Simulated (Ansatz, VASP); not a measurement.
## Two plane-wave programs on Mg3Sb2

POSCAR

```
Mg3Sb2
1.0
    4.5696659247      0.0000000000      0.0000000000
   -2.2848329624      3.9574467776      0.0000000000
    0.0000000000      0.0000000000      7.2399975043
Mg Sb
3 2
Direct
    0.3333333333      0.6666666667      0.6336571752
    0.6666666667      0.3333333333      0.3663428248
    0.0000000000      0.0000000000      0.0000000000
    0.3333333333      0.6666666667      0.2287531125
    0.6666666667      0.3333333333      0.7712468875
```

INCAR.step1

```
SYSTEM = Mg3Sb2
PREC = Accurate
ENCUT = 660
ISMEAR = -1
SIGMA = 0.02
LREAL = .FALSE.
LASPH = .TRUE.
NELM = 120
NBANDS = 16
GGA = PE
ALGO = Normal
EDIFF = 1E-5
LWAVE = .TRUE.
LCHARG = .FALSE.
GGA_COMPAT = .FALSE.
```

File INCAR.step2:

```
SYSTEM = Mg3Sb2
PREC = Accurate
ENCUT = 660
EDIFF = 1E-6
ISMEAR = -1
SIGMA = 0.02
LREAL = .FALSE.
LASPH = .TRUE.
NELM = 120
ALGO = Normal
ISIF = 2
LWAVE = .FALSE.
LCHARG = .FALSE.
METAGGA = R2SCAN
LMIXTAU = .TRUE.
NBANDS = 16
ISTART = 1
GGA_COMPAT = .FALSE.
```

File KPOINTS:

```
Automatic mesh
0
G
  6 6 4
  0 0 0
```

Input for Ansatz:

```yaml
crystal:
  lattice:
    - [4.5696659247, 0.0, 0.0]
    - [-2.2848329624, 3.9574467776, 0.0]
    - [0.0, 0.0, 7.2399975043]
  atoms:
    - { symbol: Mg, position: [0.3333333333, 0.6666666667, 0.6336571752] }
    - { symbol: Mg, position: [0.6666666667, 0.3333333333, 0.3663428248] }
    - { symbol: Mg, position: [0.0, 0.0, 0.0] }
    - { symbol: Sb, position: [0.3333333333, 0.6666666667, 0.2287531125] }
    - { symbol: Sb, position: [0.6666666667, 0.3333333333, 0.7712468875] }
kpoints:
  mp_grid: { grid: [6, 6, 4] }
  band_path:
    path:
      - [0.0, 0.0, 0.0]
      - [0.5, 0.0, 0.0]
      - [0.3333333333, 0.3333333333, 0.0]
      - [0.0, 0.0, 0.5]
      - [0.5, 0.0, 0.5]
      - [0.3333333333, 0.3333333333, 0.5]
      - [0.0, 0.419271, 0.34375]
    npoints: 1
hamiltonian:
  xc: r2scan
scf:
  occupations: { method: fermi_dirac, width: 0.02 }
  n_extra_bands: 5
output:
  forces: true
  stress: true
  eigenvalues: true
```

Alike in both runs: task single point; functional r2SCAN; k mesh 6 × 6 × 4; occupations fermi-dirac, width 0.02 eV; no spin polarisation.

|  | VASP | Ansatz |
| --- | --- | --- |
| version | VASP 6.6.1 | Ansatz 0.2.0 |
| potentials or method | VASP PAW PBE potentials, release 64 (Mg, Sb) | plane waves, PAW |
| plane-wave cutoff (eV) | 660 | 500 |
| valence electrons in the cell | 16 | 60 |

Ansatz gave:

* pressure (GPa): 0.0
* rms of the force components (eV/Å): 0.001

Q: Which values does VASP return?

A: Pressure (GPa): 0.0; rms of the force components (eV/Å): 0.006.

VASP's potentials were made for PBE, not for r2SCAN. Atom by atom the forces differ by 0.006 eV/Å (rms over components). VASP's potentials hold 16 valence electrons a cell and Ansatz's 60, so a difference there can come from the potentials and not from the codes.

Neither program's run includes spin-orbit coupling.
